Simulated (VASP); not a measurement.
# TaN (Cm) in VASP: single point with r2SCAN

Aim: the single point of TaN with r2SCAN.

Everything below comes from runs of VASP 6.6.1. Logs are shortened: lines on timing, memory, paths and dates and some standing lists are left out, and cuts for length are marked.

## Step 1: The cell of the first run

The structure is monoclinic, space group Cm (No. 8). The conventional cell has a = 5.089 Å, b = 2.938 Å, c = 2.883 Å, α = 90.00°, β = 90.00°, γ = 90.00°. Within 3.0 Å of Ta (site symmetry m) lie 6 N at 2.09 to 2.44 Å and 8 Ta at 2.88 to 2.94 Å. Within 3.0 Å of N (site symmetry m) lie 6 Ta at 2.09 to 2.44 Å and 8 N at 2.88 to 2.94 Å.

## Step 2: Single point, r2SCAN (atom 2 (N) moved by (-0.200, -0.100) A along y and z)

Contents of POSCAR:

```
TaN
1.0
    2.9379988584      0.0000000000      0.0000000000
   -1.4689994292      2.5443816477      0.0000000000
    0.0000000000      0.0000000000      2.8830000000
Ta N
1 1
Direct
    0.3333333333      0.6666666667      0.5000000000
   -0.0393022800     -0.0786045600     -0.0346860909
```

Contents of INCAR.step1:

```
SYSTEM = TaN
PREC = Accurate ; ENCUT = 520
ISMEAR = 0 ; SIGMA = 0.15
LREAL = .FALSE. ; LASPH = .TRUE.
NELM = 80 ; NBANDS = 15
GGA = PE ; ALGO = Normal
EDIFF = 1E-4 ; LWAVE = .TRUE.
LCHARG = .FALSE.
```

Contents of INCAR.step2:

```
SYSTEM = TaN
PREC = Accurate ; ENCUT = 520
EDIFF = 1E-7 ; ISMEAR = 0
SIGMA = 0.15 ; LREAL = .FALSE.
LASPH = .TRUE. ; NELM = 80
ALGO = Normal ; ISIF = 2
LWAVE = .FALSE. ; LCHARG = .TRUE.
METAGGA = R2SCAN ; LMIXTAU = .TRUE.
LELF = .TRUE. ; LVHAR = .TRUE.
NBANDS = 15 ; ISTART = 1
```

Contents of KPOINTS:

```
regular mesh
0
G
  18 18 16
  0 0 0
```

Potentials or basis: VASP PAW PBE potentials, release 64 (Ta_pv, N).

On the command line:

```bash
$ cat potpaw_PBE.64/Ta_pv/POTCAR potpaw_PBE.64/N/POTCAR > POTCAR
$ cp INCAR.step1 INCAR
$ mpirun -np 1 vasp_std > vasp.out
$ cp INCAR.step2 INCAR
$ mpirun -np 1 vasp_std > vasp.out
```

OUTCAR:

```text
SYSTEM = TaN
   PREC = Accurate
   ENCUT = 520
   EDIFF = 1E-7
   ISMEAR = 0
   LREAL = .FALSE.
   LASPH = .TRUE.
   NELM = 80
   ISIF = 2
   METAGGA = R2SCAN
   ISTART = 1

 ion  position               nearest neighbor table
   1  0.333  0.667  0.500-   2 2.09   2 2.09   2 2.23   2 2.23   2 2.32   2 2.44
   2  0.961  0.921  0.965-   1 2.09   1 2.09   1 2.23   1 2.23   1 2.32   1 2.44

  LATTYP: Found a hexagonal cell.
 ALAT       =     2.9379988584
 C/A-ratio  =     0.9812801635

  Lattice vectors:

 A1 = (   2.9379988584,   0.0000000000,   0.0000000000)
 A2 = (  -1.4689994292,   2.5443816477,   0.0000000000)
 A3 = (   0.0000000000,   0.0000000000,   2.8830000000)

Analysis of symmetry for initial positions (statically):
=====================================================================
 Subroutine PRICEL returns:
 Original cell was already a primitive cell.

 Routine SETGRP: Setting up the symmetry group for a
 hexagonal supercell.

 Subroutine GETGRP returns: Found  2 space group operations
 (whereof  2 operations were pure point group operations)
 out of a pool of 24 trial point group operations.

The static configuration has the point symmetry C_1h.

Analysis of symmetry for dynamics (positions and initial velocities):
=====================================================================
 Subroutine PRICEL returns:
 Original cell was already a primitive cell.

 Routine SETGRP: Setting up the symmetry group for a
 hexagonal supercell.

 Subroutine GETGRP returns: Found  2 space group operations
 (whereof  2 operations were pure point group operations)
 out of a pool of 24 trial point group operations.

The dynamic configuration has the point symmetry C_1h.

 Subroutine INISYM returns: Found  2 space group operations
 (whereof  2 operations are pure point group operations),
 and found     1 'primitive' translations

----------------------------------------------------------------------------------------

                                     Primitive cell

  volume of cell :      21.5516

  direct lattice vectors                    reciprocal lattice vectors
     2.937998858  0.000000000  0.000000000     0.340367729  0.196511400  0.000000000
    -1.468999429  2.544381648  0.000000000     0.000000000  0.393022800  0.000000000
     0.000000000  0.000000000  2.883000000     0.000000000  0.000000000  0.346860909

  length of vectors
     2.937998858  2.937998858  2.883000000     0.393022800  0.393022800  0.346860909

  position of ions in fractional coordinates (direct lattice)
     0.333333333  0.666666667  0.500000000
     0.960697720  0.921395440  0.965313909

  ion indices of the primitive-cell ions
   primitive index   ion index
                 1           1
                 2           2

----------------------------------------------------------------------------------------

 KPOINTS: regular mesh

Automatic generation of k-mesh.
 Grid dimensions read from file:
 generate k-points for:   18   18   16

 Generating k-lattice:

  Cartesian coordinates                     Fractional coordinates (reciprocal lattice)
     0.018909318  0.010917300  0.000000000     0.055555556 -0.000000000  0.000000000
     0.000000000  0.021834600  0.000000000     0.000000000  0.055555556  0.000000000
     0.000000000  0.000000000  0.021678807     0.000000000  0.000000000  0.062500000

  Length of vectors
     0.021834600  0.021834600  0.021678807

  Shift w.r.t. Gamma in fractional coordinates (k-lattice)
     0.000000000  0.000000000  0.000000000

 Subroutine IBZKPT returns following result:
 ===========================================

 Found   1379 irreducible k-points:

 Following reciprocal coordinates:
            Coordinates               Weight
  0.000000  0.000000  0.000000      1.000000
  0.055556  0.000000  0.000000      4.000000
  0.000000  0.055556  0.000000      2.000000
  0.111111  0.000000  0.000000      4.000000
  0.000000  0.111111  0.000000      2.000000
  0.166667  0.000000  0.000000      4.000000
[... 16 lines left out ...]
 -0.055556  0.166667  0.000000      4.000000
 -0.166667  0.111111  0.000000      4.000000
 [... further k-points ...]
   k-points           NKPTS =   1379   k-points in BZ     NKDIM =   1379   number of bands    NBANDS=     15
   number of dos      NEDOS =    301   number of ions     NIONS =      2
   total plane-waves  NPLWV =  13824
   dimension x,y,z NGX =    24 NGY =   24 NGZ =   24
   dimension x,y,z NGXF=    48 NGYF=   48 NGZF=   48
   ions per type =               1   1
   NGX,Y,Z   is equivalent  to a cutoff of  13.58, 13.58, 13.84 a.u.
   NGXF,Y,Z  is equivalent  to a cutoff of  27.16, 27.16, 27.68 a.u.
 SYSTEM =  TaN
   PREC   = accura    normal or accurate (medium, high low for compatibility)
   ISTART =      1    job   : 0-new  1-cont  2-samecut
   ICHARG =      0    charge: 1-file 2-atom 10-const
   ISPIN  =      1    spin polarized calculation?
   LNONCOLLINEAR =      F non collinear calculations
   LSORBIT =      F    spin-orbit coupling
   LASPH  =      T    aspherical Exc in radial PAW
   ENCUT  =  520.0 eV  38.22 Ry    6.18 a.u.   5.46  5.46  5.36*2*pi/ulx,y,z
   NELM   =     80;   NELMIN=  2; NELMDL=  0     # of ELM steps
   EDIFF  = 0.1E-06   stopping-criterion for ELM
   LREAL  =      F    real-space projection
   EDIFFG = 0.1E-05   stopping-criterion for IOM
   NSW    =      0    number of steps for IOM
   IBRION =     -1    ionic relax: 0-MD 1-quasi-New 2-CG
   NFREE  =      0    steps in history (QN), initial steepest desc. (CG)
   ISIF   =      2    stress and relaxation
   ISYM   =      2    0-nonsym 1-usesym 2-fastsym
   POTIM  = 0.5000    time-step for ionic-motion
   TEBEG  =    0.0;   TEEND  =   0.0 temperature during run
   PSTRESS=    0.0 pullay stress
   NELECT =      16.0000    total number of electrons
   NUPDOWN=      -1.0000    fix difference up-down
   EMIN   =  10.00;   EMAX   =-10.00  energy-range for DOS
   EFERMI =   0.00;   METHOD = LEGACY
   ISMEAR =     0;   SIGMA  =   0.15  broadening in eV -4-tet -1-fermi 0-gaus
   EFERMI_NEDOS =   21; number of points for ismear=-14 and -15
   IALGO  =     38    algorithm
   IMIX   =      4    mixing-type and parameters
     AMIX     =   0.40;   BMIX     =  1.00
     AMIX_MAG =   1.60;   BMIX_MAG =  1.00
  volume/ion in A,a.u.               =      10.78        72.72
  Fermi-wavevector in a.u.,A,eV,Ry     =   1.482366  2.801265 29.897546  2.197408
  Thomas-Fermi vector in A             =   2.596161
   LORBIT       =      0    0 simple, 1 ext, 2 COOP (PROOUT), +10 PAW based schemes
   METAGGA = R2SCAN    functional components
   LHFCALC =     F    Hartree Fock is set to
   AEXX    =    0.0000 exact exchange contribution
   IVDW    =     0    specifies the selected vdW correction
   LEPSILON=     F    determine dielectric tensor
   LRPA    =     F    only Hartree local field effects (RPA)
 non-spin polarized calculation
 Gauss-broadening in eV      SIGMA  =   0.15
  energy-cutoff  :      520.00
  volume of cell :       21.55
 maximum number of plane-waves:       605
 NGX is ok and might be reduce to    24
   NGX = 11   NGY = 11   NGZ = 11

 number of electron      16.0000002 magnetization

 Free energy of the ion-electron system (eV)
  ---------------------------------------------------
  ext. energy  EPLUGINS =         0.00000000
  ---------------------------------------------------
  free energy    TOTEN  =       -60.06885130 eV

  energy without entropy =      -60.06764648  energy(sigma->0) =      -60.06824889

 E-fermi :   8.3404     XC(G=0): -14.3300

 val. band max:        8.3393981620   @ k =   0.0000  -0.4444   0.4375
 cond. band min:       8.3406211569   @ k =   0.0000  -0.0556   0.4375
 fundamental gap:      0.0012229949
 Fermi energy:         8.3404492970

 k-point     1 :       0.0000    0.0000    0.0000
  band No.  band energies     occupation
      1     -27.9072      2.00000
      2     -27.6411      2.00000
      3     -27.6395      2.00000
      4     -10.6010      2.00000
      5       2.9474      2.00000
      6       3.6029      2.00000
      7       3.6889      2.00000
      8       5.5162      2.00000
      9      10.0626      0.00000
     10      10.8070      0.00000
     11      12.4208      0.00000
     12      12.6945      0.00000
     13      13.5187      0.00000
     14      18.9199      0.00000
     15      22.0407      0.00000

 k-point     2 :       0.0556    0.0000    0.0000
  band No.  band energies     occupation
      1     -27.9027      2.00000
      2     -27.6769      2.00000
      3     -27.6473      2.00000
      4     -10.5314      2.00000
      5       2.8998      2.00000
      6       3.4477      2.00000
      7       3.7926      2.00000
      8       5.4290      2.00000
      9      10.2382      0.00000
     10      10.7426      0.00000
     11      12.4449      0.00000
     12      12.7625      0.00000
     13      13.5483      0.00000
     14      18.9199      0.00000
     15      22.1156      0.00000

 k-point     3 :       0.0000    0.0556    0.0000
  band No.  band energies     occupation
      1     -27.9032      2.00000
      2     -27.6734      2.00000
      3     -27.6484      2.00000
      4     -10.5444      2.00000
      5       2.8662      2.00000
      6       3.6430      2.00000
      7       3.6488      2.00000
      8       5.4760      2.00000
      9      10.2520      0.00000
     10      10.8375      0.00000
     11      12.3958      0.00000
     12      12.6997      0.00000
     13      13.4516      0.00000
     14      18.9198      0.00000
     15      21.8662      0.00000
[... 343 lines left out ...]
 k-point    23 :      -0.0556    0.1667    0.0000
  band No.  band energies     occupation
      1     -27.8865      2.00000
      2     -27.8515      2.00000
      3     -27.6933      2.00000
      4     -10.2148      2.00000
      5       2.2033      2.00000
      6       3.6239      2.00000
      7       3.9714      2.00000
      8       5.2592      2.00000
      9      10.7152      0.00000
     10      11.1214      0.00000
     11      12.2051      0.00000
     12      12.9481      0.00000
     13      13.4028      0.00000
     14      18.9196      0.00000
     15      21.4998      0.00000

 k-point    24 :      -0.1667    0.1111    0.0000
  band No.  band energies     occupation
      1     -27.8928      2.00000
      2     -27.8612      2.00000
      3     -27.6896      2.00000
      4     -10.1175      2.00000
      5       2.1832      2.00000
      6       3.4515      2.00000
      7       3.9444      2.00000
      8       5.0494      2.00000
      9      10.0325      0.00000
     10      11.2998      0.00000
     11      12.3726      0.00000
     12      13.4679      0.00000
     13      13.9077      0.00000
     14      18.9202      0.00000
     15      22.7203      0.00000

 [... further k-points ...]

------------------------ aborting loop because EDIFF is reached ----------------------------------------

  FORCE on cell =-STRESS in cart. coord.  units (eV):
  Direction    XX          YY          ZZ          XY          YZ          ZX
  --------------------------------------------------------------------------------------
  -------------------------------------------------------------------------------------
  Total        1.1644920      0.5884225      1.6611970      0.0000000      0.7402389      0.0000000
  in kB       86.5702297     43.7442893    123.4960892      0.0000000     55.0305641      0.0000000
  external PRESSURE =      84.6035361 kB  Pullay stress =       0.0000000 kB

 VOLUME and BASIS-vectors are now :
 -----------------------------------------------------------------------------
  energy-cutoff  :      520.00
  volume of cell :       21.55
      direct lattice vectors                 reciprocal lattice vectors
     2.937998858  0.000000000  0.000000000     0.340367729  0.196511400  0.000000000
    -1.468999429  2.544381648  0.000000000     0.000000000  0.393022800  0.000000000
     0.000000000  0.000000000  2.883000000     0.000000000  0.000000000  0.346860909

 POSITION                                       TOTAL-FORCE (eV/Angst)
 -----------------------------------------------------------------------------------
     -0.00000      1.69625      1.44150         0.000000     -2.392796     -1.595465
      1.46900      2.34438      2.78300         0.000000      2.392796      1.595465
 -----------------------------------------------------------------------------------
    total drift:                                0.000001      0.000010      0.000259

  FREE ENERGIE OF THE ION-ELECTRON SYSTEM (eV)
  ---------------------------------------------------
  free  energy   TOTEN  =       -60.0688512981 eV

  energy  without entropy=      -60.0676464824  energy(sigma->0) =      -60.06824889
```

It took 16 min on 1 thread of Intel Xeon Platinum 8259CL at 2.50GHz (Skylake/Cascade Lake), shared host; peak memory 0.54 GiB.

Results:

```yaml
Free_energy: -60.0689 eV
Pressure: 8.5 GPa
Largest_force: 2.876 eV/Å
Band_gap_on_the_k_mesh: zero (bands 8 and 9 overlap by 0.40 eV)
```

Forces in eV/Å, atoms in the order of the input:
```
Ta   0.000 -2.393 -1.595
N    0.000  2.393  1.595
```

Stress tensor (GPa, compression positive):
```
 8.66  0.00  0.00
 0.00  4.37  5.50
 0.00  5.50 12.35
```

Caveat: the cell differs from its parent crystal (atom 2 (N) moved by (-0.200, -0.100) A along y and z); the stress differs along the axes, from 4 to 12 GPa; the PAW data sets were made with another functional, which shifts forces and pressure a little; spin-orbit coupling is left out, which moves the levels of the heavy elements.
